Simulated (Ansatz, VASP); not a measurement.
## One calculation of ZrS, two programs

```
Zr S
1.0
     0.00000    2.69084    2.61246
     2.69084    0.00000    2.61246
     2.69084    2.69084    0.00000
Zr S
1 1
Direct
  0.00000 0.00000 0.00000
  0.50000 0.50000 0.50000
```

Change from the starting cell: strain +0.030 along x and y, +0.000 along z, atoms carried along.

Alike in both runs: task single point; functional r2SCAN; k mesh 20 × 20 × 20; occupations gaussian, width 0.15 eV; no spin polarisation.

```csv
,VASP,Ansatz
version,VASP 6.6.1,Ansatz 0.2.0
potentials or method,"VASP PAW PBE potentials, release 64 (Zr_sv, S), cutoff 520 eV","scalar-relativistic, plane waves, PAW"
valence electrons in the cell,18,18
```

Ansatz gave:

```
gap on the k mesh at the Fermi level (eV)                     : none
pressure (GPa)                                                : -7.0
traceless stress, the component that is largest in VASP (GPa) : 4.44
```

Question: What did VASP give for the same quantities?

Answer: gap on the k mesh at the Fermi level (eV): none; pressure (GPa): -7.0; traceless stress, the component that is largest in VASP (GPa): 4.46.

VASP's potentials were made for PBE, not for r2SCAN. A gap of «none» marks a metal or a gap that the smearing closes. The functional is the same, so the differences come from potentials, cutoffs and numerics.
